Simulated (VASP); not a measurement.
Wanted: the native input for a VASP 6.6.1 run.

```
Task                   : single point
Functional             : r2SCAN
Potentials or basis    : VASP PAW PBE potentials, release 64 (C, Si)
Cutoff                 : 520 eV
k mesh                 : 20 × 20 × 20
Occupations            : gaussian, width 0.05 eV
Spin                   : no spin polarisation
Dipole correction      : no
Further INCAR settings : ALGO = Normal; EDIFF = 1e-06; NBANDS = 11
```

The system is SiC.

```
C Si
1.0
     0.00000    1.98566    1.98566
     1.98566    0.00000    1.98566
     1.98566    1.98566    0.00000
C Si
1 1
Direct
  0.00000 0.00000 0.00000
  0.50000 0.50000 0.50000
```

This cell differs from its parent crystal: volume scaled by 0.960.

These files were run (other wordings do the same):

POSCAR

```
SiC
1.0
    0.0000000000      1.9856565045      1.9856565045
    1.9856565045      0.0000000000      1.9856565045
    1.9856565045      1.9856565045      0.0000000000
C Si
1 1
Direct
    0.0000000000      0.0000000000      0.0000000000
    0.5000000000      0.5000000000      0.5000000000
```

INCAR.step1

```
PREC = Accurate
ENCUT = 520
ISMEAR = 0
SIGMA = 0.05
LREAL = F
LASPH = T
NELM = 80
NBANDS = 11
GGA = PE
ALGO = Normal
EDIFF = 1E-4
LWAVE = T
LCHARG = F
```

INCAR.step2

```
PREC = Accurate
ENCUT = 520
EDIFF = 1E-6
ISMEAR = 0
SIGMA = 0.05
LREAL = F
LASPH = T
NELM = 80
ALGO = Normal
ISIF = 2
LWAVE = F
LCHARG = F
METAGGA = R2SCAN
LMIXTAU = T
NBANDS = 11
ISTART = 1
```

KPOINTS

```
regular mesh
0
Gamma
  20 20 20
```

Potentials or basis: VASP PAW PBE potentials, release 64 (C, Si).

Command:

```sh
$ cat potpaw_PBE.64/C/POTCAR potpaw_PBE.64/Si/POTCAR > POTCAR
$ cp INCAR.step1 INCAR
$ mpirun -np 1 vasp_std > vasp.out
$ cp INCAR.step2 INCAR
$ mpirun -np 1 vasp_std > vasp.out
```

It gave:

* Pressure: 12.5 GPa
* Band gap on the k mesh: zero (band 4 reaches 13.38 eV, above the bottom of band 5 at 13.03 eV)

Caveat: the PAW data sets were made with another functional, which shifts forces and pressure a little.

It took 110 s on 1 thread of Intel(R) Xeon(R) Platinum 8375C CPU @ 2.90GHz (Ice Lake) (shared host), peak memory 0.17 GiB.
